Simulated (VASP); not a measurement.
Input of a VASP 6.6.1 run:

INCAR

```
ALGO     = Normal         # electronic algorithm
EDIFF    = 1E-6           # SCF threshold, eV
ENCUT    = 500            # plane-wave cutoff, eV
GGA      = PE             # functional
GGA_COMPAT= False        
ISIF     = 2              # what is computed and relaxed
ISMEAR   = 0              # smearing method
LASPH    = True           # aspherical terms in the spheres
LCHARG   = True           # write CHGCAR
LELF     = True           # ELF
LREAL    = False          # projectors in reciprocal space
LVHAR    = True         
LWAVE    = False          # write WAVECAR
NBANDS   = 16             # bands
NELM     = 120            # most SCF steps
PREC     = Accurate       # precision mode
SIGMA    = 0.01           # smearing width, eV
```

File KPOINTS:

```
k-points
0
Gamma
  6 6 6
```

File POSCAR:

```
CdSe
1.0
    0.0000000000      3.0182214704      3.0182214704
    3.0182214704      0.0000000000      3.0182214704
    3.0182214704      3.0182214704      0.0000000000
Cd Se
1 1
Direct
    0.0000000000      0.0000000000      0.0000000000
    0.7500000000      0.7500000000      0.7500000000
```

Potentials or basis: VASP PAW PBE potentials, release 64 (Cd, Se).

The run is started by

```console
$ cat potpaw_PBE.64/Cd/POTCAR potpaw_PBE.64/Se/POTCAR > POTCAR
$ mpirun -np 1 vasp_std > vasp.out
```

What does it give for the band gap on the k mesh?

0.65 eV, direct.

Predict the pressure.

4.6 GPa.

Expect the measured gap to be larger: semilocal functionals such as PBE lack the derivative discontinuity.
